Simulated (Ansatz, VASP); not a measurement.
## TaF4: VASP beside Ansatz

```xyz
5
Lattice="4.0096 0.0000 0.0000 0.0000 4.0096 0.0000 0.0000 0.0000 4.0096" Properties=species:S:1:pos:R:3 pbc="T T T"
Ta    0.0000    0.0000    0.0000
F     2.0048    2.0048    2.0048
F     0.0000    2.0048    2.0048
F     2.0048    0.0000    2.0048
F     2.0048    2.0048    0.0000
```

Alike in both runs: task relaxation of cell and atoms; functional PBE; k mesh 3 × 3 × 3; occupations gaussian, width 0.15 eV; no spin polarisation.

|  | VASP | Ansatz |
| --- | --- | --- |
| version | VASP 6.6.1 | Ansatz 0.2.0 |
| potentials or method | VASP PAW PBE potentials, release 64 (Ta_pv, F), cutoff 600 eV | scalar-relativistic, plane waves, PAW |
| valence electrons in the cell | 39 | 41 |

Ansatz gave:

- relaxed volume (Å³/atom): 12.00
- relaxed cell length with the largest relative difference (Å): 3.915

Task: What did VASP give for the same quantities?

Result: Relaxed volume (Å³/atom): 11.85; relaxed cell length with the largest relative difference (Å): 3.898.

VASP's potentials hold 39 valence electrons a cell and Ansatz's 41, so a difference there can come from the potentials and not from the codes.

The k mesh is coarse, so the values compare programs but aren't converged. Spin-orbit coupling is off throughout.
